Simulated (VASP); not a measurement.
Input of a VASP 6.6.1 run:

File INCAR:

```
SYSTEM = Li16C
ALGO = Normal
EDIFF = 1E-6
ENCUT = 520
ISIF = 2
ISMEAR = 0
LASPH = .True.
LCHARG = .False.
LREAL = Auto
LWAVE = .False.
NBANDS = 40
NELM = 100
PREC = Accurate
SIGMA = 0.1
```

The input KPOINTS:

```
k-points
0
Gamma
  4 4 4
  0 0 0
```

File POSCAR:

```
Li16C
1.0
    6.9800000000      0.0000000000      0.0000000000
    0.0000000000      6.9800000000      0.0000000000
    0.0000000000      0.0000000000      6.9800000000
Li C
16 1
Direct
   -0.0933885387      0.0656030086      0.0006584527
    0.5434237822     -0.0067156160      0.0005793696
   -0.0868008596      0.4387243553      0.0006141834
    0.0232904011      0.0223302292      0.5005700573
    0.3367495702      0.2492270774      0.2032760745
    0.5267457020      0.5197534384      0.0005441261
    0.4901836676     -0.0326239255      0.5005244986
    0.7168941261      0.2607585960      0.2802414040
    0.0409765043      0.4714504298      0.5005689112
    0.2185865330      0.7586457020      0.2106885387
    0.3364866762      0.2491892550      0.7977656160
    0.4712863897      0.5322498567      0.5005385387
    0.7665740688      0.7313531519      0.2666379656
    0.7167997135      0.2607489971      0.7211557307
    0.2186479943      0.7586375358      0.7904021490
    0.7666117479      0.7314130372      0.7344703438
    0.6507385387      0.2611216332      0.0007259312
```

Potentials or basis: VASP PAW LDA potentials, release 64 (Li_sv, C).

The run is started by

```sh
$ cat potpaw_LDA.64/Li_sv/POTCAR potpaw_LDA.64/C/POTCAR > POTCAR
$ mpirun -np 1 vasp_std > vasp.out
```

Problem. Predict the band gap on the k mesh.

Solution. Zero (bands 26 and 27 overlap by 0.28 eV).

Problem. Predict the largest force.

Solution. 0.099 eV/Å.

Forces in eV/Å, atoms in the order of the input:
```
Li  -0.023 -0.011 -0.001
Li  -0.018 -0.084 -0.001
Li  -0.060 -0.005  0.000
Li   0.042  0.036  0.000
Li   0.071  0.015 -0.059
Li   0.027  0.046 -0.001
Li  -0.027  0.013  0.001
Li  -0.005 -0.014  0.010
Li   0.005 -0.029  0.000
Li  -0.014 -0.012  0.002
Li   0.072  0.014  0.059
Li   0.005  0.004  0.002
Li   0.019  0.045  0.040
Li  -0.004 -0.013 -0.010
Li  -0.016 -0.011 -0.004
Li   0.017  0.045 -0.038
C   -0.092 -0.038  0.001
```
